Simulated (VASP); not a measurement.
# Te6Mo3H (a cell with a defect) in VASP: further runs, part 2 of 2

VASP 6.6.1.

## Step 4: Single point, PBEsol+D3(BJ)

The input, INCAR:

```
SYSTEM = Te6Mo3H
PREC = Accurate
ENCUT = 400
EDIFF = 1E-6
ISMEAR = 0
SIGMA = 0.05
LREAL = .FALSE.
LASPH = .TRUE.
NELM = 120
ALGO = Normal
ISIF = 2
LWAVE = .FALSE.
LCHARG = .FALSE.
GGA = PS
IVDW = 12
NBANDS = 50
GGA_COMPAT = .FALSE.
```

The input, KPOINTS:

```
Automatic mesh
0
G
  9 9 2
  0 0 0
```

The input, POSCAR:

```
Te6Mo3H
1.0
    3.4334348991      0.0000000000      0.0000000000
   -1.7167174496      2.9734418449      0.0000000000
    0.0000000000      0.0000000000     20.7704276327
Te Mo H
6 3 1
Direct
    0.0000000000      0.0000000000      0.9125759158
    0.3333333333      0.6666666667      0.5917813750
    0.3333333333      0.6666666667      0.2333059430
    0.3333333333      0.6666666667      0.7666940570
    0.3333333333      0.6666666667      0.4082186250
    0.0000000000      0.0000000000      0.0874240842
    0.0000000000      0.0000000000      0.6791506171
    0.0000000000      0.0000000000      0.3208493829
    0.3333333333      0.6666666667      0.0000000000
   -0.4273098515     -0.6511549258      0.8773436355
```

Potentials or basis: VASP PAW PBE potentials, release 64 (Te, Mo_sv, H).

Started as:

```bash
$ cat potpaw_PBE.64/Te/POTCAR potpaw_PBE.64/Mo_sv/POTCAR potpaw_PBE.64/H/POTCAR > POTCAR
$ mpirun -np 1 vasp_std > vasp.out
```

OUTCAR:

```text
SYSTEM = Te6Mo3H
   PREC = Accurate
   ENCUT = 400
   EDIFF = 1E-6
   ISMEAR = 0
   LREAL = .FALSE.
   LASPH = .TRUE.
   NELM = 120
   ISIF = 2
   GGA = PS
   IVDW = 12
 IVDW          = 12

 ion  position               nearest neighbor table
   1  0.000  0.000  0.913-  10 1.87  10 2.10   9 2.69   9 2.69   9 2.69   4 3.62   4 3.62   4 3.62
                             6 3.63
   2  0.333  0.667  0.592-   7 2.69   7 2.69   7 2.69   4 3.63
   3  0.333  0.667  0.233-   8 2.69   8 2.69   8 2.69   6 3.62   6 3.62   6 3.62   5 3.63
   4  0.333  0.667  0.767-   7 2.69   7 2.69   7 2.69   1 3.62   1 3.62   1 3.62   2 3.63
   5  0.333  0.667  0.408-   8 2.69   8 2.69   8 2.69   3 3.63
   6  0.000  0.000  0.087-   9 2.69   9 2.69   9 2.69   3 3.62   3 3.62   3 3.62   1 3.63
   7  0.000  0.000  0.679-   2 2.69   2 2.69   2 2.69   4 2.69   4 2.69   4 2.69
   8  0.000  0.000  0.321-   5 2.69   5 2.69   5 2.69   3 2.69   3 2.69   3 2.69
   9  0.333  0.667  0.000-   1 2.69   6 2.69   1 2.69   6 2.69   1 2.69   6 2.69
  10  0.573  0.349  0.877-   1 1.87   1 2.10

  LATTYP: Found a hexagonal cell.
 ALAT       =     3.4334348991
 C/A-ratio  =     6.0494601596

  Lattice vectors:

 A1 = (   3.4334348991,   0.0000000000,   0.0000000000)
 A2 = (  -1.7167174496,   2.9734418449,   0.0000000000)
[... 1469 lines left out ...]
     50      12.2134      0.00000

 [... further k-points ...]

------------------------ aborting loop because EDIFF is reached ----------------------------------------

 Edisp (eV)   -5.04311

 E8    (eV) :    -3.4311

  FORCE on cell =-STRESS in cart. coord.  units (eV):
  Direction    XX          YY          ZZ          XY          YZ          ZX
  --------------------------------------------------------------------------------------
  -------------------------------------------------------------------------------------
  Total       0.18689     0.28548     3.05237    -0.31495     0.03960    -0.77767
  in kB       1.41212     2.15700    23.06288    -2.37971     0.29917    -5.87588
  external pressure =        8.88 kB  Pullay stress =        0.00 kB

 VOLUME and BASIS-vectors are now :
 -----------------------------------------------------------------------------
  energy-cutoff  :      400.00
  volume of cell :      212.05
      direct lattice vectors                 reciprocal lattice vectors
     3.433434899  0.000000000  0.000000000     0.291253520  0.168155298  0.000000000
    -1.716717450  2.973441845  0.000000000     0.000000000  0.336310596  0.000000000
     0.000000000  0.000000000 20.770427633     0.000000000  0.000000000  0.048145374

 POSITION                                       TOTAL-FORCE (eV/Angst)
 -----------------------------------------------------------------------------------
      0.00000      0.00000     18.95459         0.240956      0.031432     -0.202758
     -0.00000      1.98229     12.29155         0.003685      0.000273     -0.052655
     -0.00000      1.98229      4.84586        -0.009593     -0.003880     -0.052630
     -0.00000      1.98229     15.92456        -0.041327      0.022495     -0.104796
     -0.00000      1.98229      8.47888        -0.000532     -0.000195      0.047856
      0.00000      0.00000      1.81584        -0.067799     -0.007826      0.062994
      0.00000      0.00000     14.10625        -0.019504     -0.004113      0.063367
      0.00000      0.00000      6.66418        -0.000207     -0.000385      0.008073
     -0.00000      1.98229      0.00000        -0.287518      0.047248      1.113749
      1.36743      1.03727     18.22280         0.181838     -0.085049     -0.883200
 -----------------------------------------------------------------------------------
    total drift:                               -0.000189      0.000063      0.000437

  FREE ENERGIE OF THE ION-ELECTRON SYSTEM (eV)
  ---------------------------------------------------
  free  energy   TOTEN  =       -65.5081615883 eV

  energy  without entropy=      -65.5033543171  energy(sigma->0) =      -65.50575795
```

OSZICAR:

```text
N       E                     dE             d eps       ncg     rms          rms(c)
DAV:   1     0.529745342866E+03    0.52975E+03   -0.35930E+04  9920   0.115E+03
DAV:   2    -0.287542082553E+02   -0.55850E+03   -0.53805E+03 10056   0.306E+02
DAV:   3    -0.615875747051E+02   -0.32833E+02   -0.31926E+02 10054   0.640E+01
DAV:   4    -0.625380252267E+02   -0.95045E+00   -0.94227E+00 10114   0.104E+01
DAV:   5    -0.625694002238E+02   -0.31375E-01   -0.31341E-01 11024   0.193E+00    0.311E+01
DAV:   6    -0.611137366613E+02    0.14557E+01   -0.76502E+00  9354   0.129E+01    0.122E+01
DAV:   7    -0.611787343432E+02   -0.64998E-01   -0.62168E+00  9298   0.106E+01    0.784E+00
DAV:   8    -0.604645348625E+02    0.71420E+00   -0.20547E+00  9284   0.640E+00    0.443E+00
DAV:   9    -0.604895701621E+02   -0.25035E-01   -0.38501E-01 10124   0.242E+00    0.207E+00
DAV:  10    -0.604681054749E+02    0.21465E-01   -0.54918E-02  9684   0.119E+00    0.108E+00
DAV:  11    -0.604652923368E+02    0.28131E-02   -0.25425E-02 10316   0.833E-01    0.665E-01
DAV:  12    -0.604654417852E+02   -0.14945E-03   -0.62115E-03 10298   0.383E-01    0.497E-01
DAV:  13    -0.604652497215E+02    0.19206E-03   -0.16729E-03 10384   0.208E-01    0.330E-01
DAV:  14    -0.604650744885E+02    0.17523E-03   -0.50921E-04 10132   0.121E-01    0.236E-01
DAV:  15    -0.604650495760E+02    0.24912E-04   -0.20109E-04  9340   0.544E-02    0.131E-01
DAV:  16    -0.604650491501E+02    0.42588E-06   -0.30747E-05 10352   0.222E-02    0.678E-02
DAV:  17    -0.604650484402E+02    0.70988E-06   -0.83209E-06 10402   0.156E-02
   1 F= -.65508162E+02 E0= -.65505758E+02  d E =-.480727E-02
```

stdout:

```text
POSCAR found type information on POSCAR TeMoH
 POSCAR found :  3 types and      10 ions
 scaLAPACK will be used
 -----------------------------------------------------------------------------
|                                                                             |
|                                                                             |
|     You enforced a specific xc type in the INCAR file but a different       |
|     I HOPE YOU KNOW WHAT YOU ARE DOING!                                     |
|                                                                             |
 -----------------------------------------------------------------------------

 LDA part: xc-table for (Slater+PW92), standard interpolation
 POSCAR, INCAR and KPOINTS ok, starting setup
 FFT: planning ... GRIDC
 FFT: planning ... GRID_SOFT
 FFT: planning ... GRID
 WAVECAR not read
 entering main loop
```

It took 8.1 min on 1 thread of Oxide Virtual Turin-like, shared host; peak memory 0.56 GiB.

What came out:

```yaml
Free_energy: -65.5082 eV
Pressure: 0.9 GPa
Largest_force: 1.151 eV/Å
Band_gap_on_the_k_mesh: zero (an odd number of electrons rules out a gap without spin polarisation)
Dispersion_energy_per_atom: -0.504 eV
```

Forces on the atoms (eV/Å):
```
Te   0.241  0.031 -0.203
Te   0.004  0.000 -0.053
Te  -0.010 -0.004 -0.053
Te  -0.041  0.022 -0.105
Te  -0.001  0.000  0.048
Te  -0.068 -0.008  0.063
Mo  -0.020 -0.004  0.063
Mo   0.000  0.000  0.008
Mo  -0.288  0.047  1.114
H    0.182 -0.085 -0.883
```

Caveat: the PAW data sets were made with another functional, which shifts forces and pressure a little; spin-orbit coupling is left out, which moves the levels of the heavy elements; an odd number of electrons without spin polarisation forces a metal; a magnetic or distorted state may lie lower.

## Step 5: Overview

| cell | gap on the mesh (eV) | pressure (GPa) | largest force (eV/Å) |
| --- | --- | --- | --- |
| as given, atomic positions A | none | 3.6 | 5.40 |
| as given, atomic positions B | none | 1.4 | 1.04 |
| as given, atomic positions C | none | 0.9 | 1.15 |

Alike in all rows: task single point; level PBEsol+D3(BJ); potentials or basis VASP PAW PBE potentials, release 64 (Te, Mo_sv, H); no spin polarisation; k mesh 9 × 9 × 2; cutoff (eV) 400; smearing gaussian 0.05 eV.

Caveats: the PAW data sets were made with another functional, which shifts forces and pressure a little; spin-orbit coupling is left out, which moves the levels of the heavy elements; an odd number of electrons without spin polarisation forces a metal; a magnetic or distorted state may lie lower.

Total energies depend on the potentials used, so only differences within one code and one set of settings carry meaning.
